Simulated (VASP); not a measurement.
A run of VASP 6.6.1:

INCAR

```
SYSTEM = Ru
AGGAC = 1.0
AGGAX = 1.0
ALDAC = 0.0
ALDAX = 1.0
ALGO = Normal
EDIFF = 1E-6
ENCUT = 520
GGA = B5
ISIF = 2
ISMEAR = -1
LASPH = .TRUE.
LCHARG = .TRUE.
LELF = .TRUE.
LREAL = .FALSE.
LVHAR = .TRUE.
LWAVE = .FALSE.
NBANDS = 21
NELM = 60
PREC = Accurate
SIGMA = 0.1
```

KPOINTS

```
k-points
0
G
  11 11 11
  0 0 0
```

Contents of POSCAR:

```
Ru
1.0
    0.0000000000      2.8756922589      2.8756922589
    2.8756922589      0.0000000000      2.8756922589
    2.8756922589      2.8756922589      0.0000000000
Ru
2
Direct
    0.1250000000      0.1250000000      0.1250000000
    0.8750000000      0.8750000000      0.8750000000
```

Potentials or basis: VASP PAW PBE potentials, release 64 (Ru_pv).

The run is started by

```bash
$ cat potpaw_PBE.64/Ru_pv/POTCAR > POTCAR
$ mpirun -np 1 vasp_std > vasp.out
```

Hardware: 1 thread of Intel(R) Xeon(R) 6975P-C (Granite Rapids) (shared host).

**Question.** How long does it take, and how much memory?

**Answer.** It took 32 s on 1 thread of Intel(R) Xeon(R) 6975P-C (Granite Rapids), with other jobs on the host, peak memory 0.19 GiB. Counts: scf iterations 11, k points 56.
